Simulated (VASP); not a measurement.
# Cs (Fd-3m) in VASP: a series of runs

The runs below take Cs through single point, relaxation of cell and atoms, with PBE.

Everything below comes from runs of VASP 6.6.1. Logs are shortened: lines on timing, memory, paths and dates and some standing lists are left out, and cuts for length are marked.

**1. The cell of the first run**

Symmetry: Fd-3m, No. 227, cubic system. Conventional cell: a = 11.839 Å, b = 11.839 Å, c = 11.839 Å, α = 90.00°, β = 90.00°, γ = 90.00°.

This isn't the form of Cs at room conditions, which is bcc.

**2. Single point, PBE (207.40 Å³/atom)**

File INCAR:

```
SYSTEM = Cs
PREC     = Accurate       ! precision mode
ENCUT    = 500            ! plane-wave cutoff, eV
EDIFF    = 1E-6           ! SCF threshold, eV
ISMEAR   = -1             ! smearing method
SIGMA    = 0.1            ! smearing width, eV
LREAL    = .False.        ! projectors in reciprocal space
LASPH    = .True.         ! aspherical terms in the spheres
NELM     = 120            ! most SCF steps
ALGO     = Normal         ! electronic algorithm
ISIF     = 2              ! what is computed and relaxed
LWAVE    = .False.        ! write WAVECAR
LCHARG   = .False.        ! write CHGCAR
GGA      = PE             ! functional
NBANDS   = 16             ! bands
GGA_COMPAT= .False.
```

File KPOINTS:

```
regular mesh
0
Gamma
  6 6 6
  0 0 0
```

File POSCAR:

```
Cs
1.0
    0.0000000000      5.9193289716      5.9193289716
    5.9193289716      0.0000000000      5.9193289716
    5.9193289716      5.9193289716      0.0000000000
Cs
2
Direct
    0.1250000000      0.1250000000      0.1250000000
    0.8750000000      0.8750000000      0.8750000000
```

Potentials or basis: VASP PAW PBE potentials, release 64 (Cs_sv).

Started as:

```
cat potpaw_PBE.64/Cs_sv/POTCAR > POTCAR
mpirun -np 1 vasp_std > vasp.out
```

OUTCAR:

```text
SYSTEM = Cs
   PREC = Accurate
   ENCUT = 500
   EDIFF = 1E-6
   ISMEAR = -1
   LREAL = .False.
   LASPH = .True.
   NELM = 120
   ISIF = 2
   GGA = PE

 ion  position               nearest neighbor table
   1  0.125  0.125  0.125-
   2  0.875  0.875  0.875-

  LATTYP: Found a face centered cubic cell.
 ALAT       =    11.8386579432

  Lattice vectors:

 A1 = (   0.0000000000,   5.9193289716,   5.9193289716)
 A2 = (   5.9193289716,   0.0000000000,   5.9193289716)
 A3 = (   5.9193289716,   5.9193289716,   0.0000000000)

Analysis of symmetry for initial positions (statically):
=====================================================================
 Subroutine PRICEL returns:
 Original cell was already a primitive cell.

 Routine SETGRP: Setting up the symmetry group for a
 face centered cubic supercell.

 Subroutine GETGRP returns: Found 48 space group operations
 (whereof 12 operations were pure point group operations)
 out of a pool of 48 trial point group operations.

The static configuration has the point symmetry D_3d.
 The point group associated with its full space group is O_h .

Analysis of symmetry for dynamics (positions and initial velocities):
=====================================================================
 Subroutine PRICEL returns:
 Original cell was already a primitive cell.

 Routine SETGRP: Setting up the symmetry group for a
 face centered cubic supercell.

 Subroutine GETGRP returns: Found 48 space group operations
 (whereof 12 operations were pure point group operations)
 out of a pool of 48 trial point group operations.

The dynamic configuration has the point symmetry D_3d.
 The point group associated with its full space group is O_h .

 Subroutine INISYM returns: Found 48 space group operations
 (whereof 12 operations are pure point group operations),
 and found     1 'primitive' translations

----------------------------------------------------------------------------------------

                                     Primitive cell

  volume of cell :     414.8083

  direct lattice vectors                    reciprocal lattice vectors
     0.000000000  5.919328972  5.919328972    -0.084469034  0.084469034  0.084469034
     5.919328972  0.000000000  5.919328972     0.084469034 -0.084469034  0.084469034
     5.919328972  5.919328972  0.000000000     0.084469034  0.084469034 -0.084469034

  length of vectors
     8.371195312  8.371195312  8.371195312     0.146304659  0.146304659  0.146304659

  position of ions in fractional coordinates (direct lattice)
     0.125000000  0.125000000  0.125000000
     0.875000000  0.875000000  0.875000000

  ion indices of the primitive-cell ions
   primitive index   ion index
                 1           1
                 2           2

----------------------------------------------------------------------------------------

 KPOINTS: regular mesh

Automatic generation of k-mesh.
 Grid dimensions read from file:
 generate k-points for:    6    6    6

 Generating k-lattice:

  Cartesian coordinates                     Fractional coordinates (reciprocal lattice)
    -0.014078172  0.014078172  0.014078172     0.166666667  0.000000000  0.000000000
     0.014078172 -0.014078172  0.014078172     0.000000000  0.166666667  0.000000000
     0.014078172  0.014078172 -0.014078172     0.000000000  0.000000000  0.166666667

  Length of vectors
     0.024384110  0.024384110  0.024384110

  Shift w.r.t. Gamma in fractional coordinates (k-lattice)
     0.000000000  0.000000000  0.000000000

 Subroutine IBZKPT returns following result:
 ===========================================

 Found     16 irreducible k-points:

 Following reciprocal coordinates:
            Coordinates               Weight
  0.000000  0.000000  0.000000      1.000000
  0.166667  0.000000  0.000000      8.000000
  0.333333  0.000000  0.000000      8.000000
  0.500000  0.000000  0.000000      4.000000
  0.166667  0.166667  0.000000      6.000000
  0.333333  0.166667  0.000000     24.000000
[... 8 lines left out ...]
 -0.333333  0.333333  0.166667     24.000000
 -0.333333  0.500000  0.166667     12.000000
   k-points           NKPTS =     16   k-points in BZ     NKDIM =     16   number of bands    NBANDS=     16
   number of dos      NEDOS =    301   number of ions     NIONS =      2
   total plane-waves  NPLWV = 262144
   dimension x,y,z NGX =    64 NGY =   64 NGZ =   64
   dimension x,y,z NGXF=   128 NGYF=  128 NGZF=  128
   ions per type =               2
   NGX,Y,Z   is equivalent  to a cutoff of  12.71, 12.71, 12.71 a.u.
   NGXF,Y,Z  is equivalent  to a cutoff of  25.42, 25.42, 25.42 a.u.
 SYSTEM =  Cs
   PREC   = accura    normal or accurate (medium, high low for compatibility)
   ISTART =      0    job   : 0-new  1-cont  2-samecut
   ICHARG =      2    charge: 1-file 2-atom 10-const
   ISPIN  =      1    spin polarized calculation?
   LNONCOLLINEAR =      F non collinear calculations
   LSORBIT =      F    spin-orbit coupling
   LASPH  =      T    aspherical Exc in radial PAW
   ENCUT  =  500.0 eV  36.75 Ry    6.06 a.u.  15.26 15.26 15.26*2*pi/ulx,y,z
   NELM   =    120;   NELMIN=  2; NELMDL= -5     # of ELM steps
   EDIFF  = 0.1E-05   stopping-criterion for ELM
   LREAL  =      F    real-space projection
   EDIFFG = 0.1E-04   stopping-criterion for IOM
   NSW    =      0    number of steps for IOM
   IBRION =     -1    ionic relax: 0-MD 1-quasi-New 2-CG
   NFREE  =      0    steps in history (QN), initial steepest desc. (CG)
   ISIF   =      2    stress and relaxation
   ISYM   =      2    0-nonsym 1-usesym 2-fastsym
   POTIM  = 0.5000    time-step for ionic-motion
   TEBEG  =    0.0;   TEEND  =   0.0 temperature during run
   PSTRESS=    0.0 pullay stress
   NELECT =      18.0000    total number of electrons
   NUPDOWN=      -1.0000    fix difference up-down
   EMIN   =  10.00;   EMAX   =-10.00  energy-range for DOS
   EFERMI =   0.00;   METHOD = LEGACY
   ISMEAR =    -1;   SIGMA  =   0.10  broadening in eV -4-tet -1-fermi 0-gaus
   EFERMI_NEDOS =   21; number of points for ismear=-14 and -15
   IALGO  =     38    algorithm
   IMIX   =      4    mixing-type and parameters
     AMIX     =   0.40;   BMIX     =  1.00
     AMIX_MAG =   1.60;   BMIX_MAG =  1.00
  volume/ion in A,a.u.               =     207.40      1399.63
  Fermi-wavevector in a.u.,A,eV,Ry     =   0.575285  1.087131  4.502890  0.330953
  Thomas-Fermi vector in A             =   1.617318
   LORBIT       =      0    0 simple, 1 ext, 2 COOP (PROOUT), +10 PAW based schemes
   GGA     = PE    functional components
   LHFCALC =     F    Hartree Fock is set to
   AEXX    =    0.0000 exact exchange contribution
   IVDW    =     0    specifies the selected vdW correction
   LEPSILON=     F    determine dielectric tensor
   LRPA    =     F    only Hartree local field effects (RPA)
 non-spin polarized calculation
  energy-cutoff  :      500.00
  volume of cell :      414.81
 maximum number of plane-waves:     10548
 NGX is ok and might be reduce to    64
   NGX = 31   NGY = 31   NGZ = 31

 number of electron      17.9999997 magnetization

 Free energy of the ion-electron system (eV)
  ---------------------------------------------------
  ext. energy  EPLUGINS =         0.00000000
  ---------------------------------------------------
  free energy    TOTEN  =        -1.21916046 eV

  energy without entropy =       -1.15386673  energy(sigma->0) =       -1.18651359

 E-fermi :  -0.6052     XC(G=0):  -4.0045

 val. band max:       -0.8269020942   @ k =  -0.3333   0.3333   0.1667
 cond. band min:      -0.5945342548   @ k =   0.5000   0.5000   0.0000
 fundamental gap:      0.2323678394
 Fermi energy:        -0.6051710825

 k-point     1 :       0.0000    0.0000    0.0000
  band No.  band energies     occupation
      1     -24.9158      2.00000
      2     -24.9063      2.00000
      3     -11.7413      2.00000
      4     -11.7413      2.00000
      5     -11.7413      2.00000
      6     -11.6746      2.00000
[... 8 lines left out ...]
     15       1.0915      0.00000
     16       1.0915      0.00000

 k-point     2 :       0.1667    0.0000    0.0000
  band No.  band energies     occupation
      1     -24.9153      2.00000
      2     -24.9068      2.00000
      3     -11.7431      2.00000
      4     -11.7431      2.00000
      5     -11.7406      2.00000
      6     -11.6757      2.00000
[... 8 lines left out ...]
     15       0.8871      0.00000
     16       1.1212      0.00000

 k-point     3 :       0.3333    0.0000    0.0000
  band No.  band energies     occupation
      1     -24.9142      2.00000
      2     -24.9079      2.00000
      3     -11.7463      2.00000
      4     -11.7463      2.00000
      5     -11.7390      2.00000
      6     -11.6779      2.00000
[... 8 lines left out ...]
     15       0.9479      0.00000
     16       1.2379      0.00000

 k-point     4 :       0.5000    0.0000    0.0000
  band No.  band energies     occupation
      1     -24.9134      2.00000
      2     -24.9087      2.00000
      3     -11.7478      2.00000
      4     -11.7478      2.00000
      5     -11.7382      2.00000
      6     -11.6790      2.00000
[... 8 lines left out ...]
     15       0.9538      0.00000
     16       1.3425      0.00000
[... 172 lines left out ...]
 k-point    14 :       0.5000    0.3333    0.1667
  band No.  band energies     occupation
      1     -24.9131      2.00000
      2     -24.9090      2.00000
      3     -11.7531      2.00000
      4     -11.7503      2.00000
      5     -11.7256      2.00000
      6     -11.6913      2.00000
[... 8 lines left out ...]
     15       1.0050      0.00000
     16       1.1959      0.00000

 k-point    15 :      -0.3333    0.3333    0.1667
  band No.  band energies     occupation
      1     -24.9122      2.00000
      2     -24.9099      2.00000
      3     -11.7547      2.00000
      4     -11.7518      2.00000
      5     -11.7205      2.00000
      6     -11.6965      2.00000
[... 8 lines left out ...]
     15       1.0046      0.00000
     16       1.2489      0.00000

 k-point    16 :      -0.3333    0.5000    0.1667
  band No.  band energies     occupation
      1     -24.9110      2.00000
      2     -24.9110      2.00000
      3     -11.7543      2.00000
      4     -11.7543      2.00000
      5     -11.7086      2.00000
      6     -11.7086      2.00000
[... 8 lines left out ...]
     15       1.1075      0.00000
     16       1.1075      0.00000

------------------------ aborting loop because EDIFF is reached ----------------------------------------

  FORCE on cell =-STRESS in cart. coord.  units (eV):
  Direction    XX          YY          ZZ          XY          YZ          ZX
  --------------------------------------------------------------------------------------
  -------------------------------------------------------------------------------------
  Total       -0.1526905     -0.1526905     -0.1526905      0.0000000      0.0000000     -0.0000000
  in kB       -0.5897599     -0.5897599     -0.5897599      0.0000000      0.0000000     -0.0000000
  external PRESSURE =      -0.5897599 kB  Pullay stress =       0.0000000 kB

 VOLUME and BASIS-vectors are now :
 -----------------------------------------------------------------------------
  energy-cutoff  :      500.00
  volume of cell :      414.81
      direct lattice vectors                 reciprocal lattice vectors
     0.000000000  5.919328972  5.919328972    -0.084469034  0.084469034  0.084469034
     5.919328972  0.000000000  5.919328972     0.084469034 -0.084469034  0.084469034
     5.919328972  5.919328972  0.000000000     0.084469034  0.084469034 -0.084469034

 POSITION                                       TOTAL-FORCE (eV/Angst)
 -----------------------------------------------------------------------------------
      1.47983      1.47983      1.47983        -0.000000     -0.000000     -0.000000
     10.35883     10.35883     10.35883         0.000000      0.000000      0.000000
 -----------------------------------------------------------------------------------
    total drift:                                0.000000      0.000000      0.000000

  FREE ENERGIE OF THE ION-ELECTRON SYSTEM (eV)
  ---------------------------------------------------
  free  energy   TOTEN  =        -1.2191604594 eV

  energy  without entropy=       -1.1538667251  energy(sigma->0) =       -1.18651359
```

Run time: 1.9 min. Hardware: 1 thread of AMD EPYC 7R43 (Zen 3), shared host; peak memory 0.55 GiB.

Results:

| Quantity | Value |
| --- | --- |
| Free energy | -1.2192 eV |
| Pressure | -0.1 GPa |
| Band gap on the k mesh | zero (bands 9 and 10 overlap by 0.05 eV) |

Caveat: spin-orbit coupling is left out, which moves the levels of the heavy elements.

(Continued in part 2 of 2.)
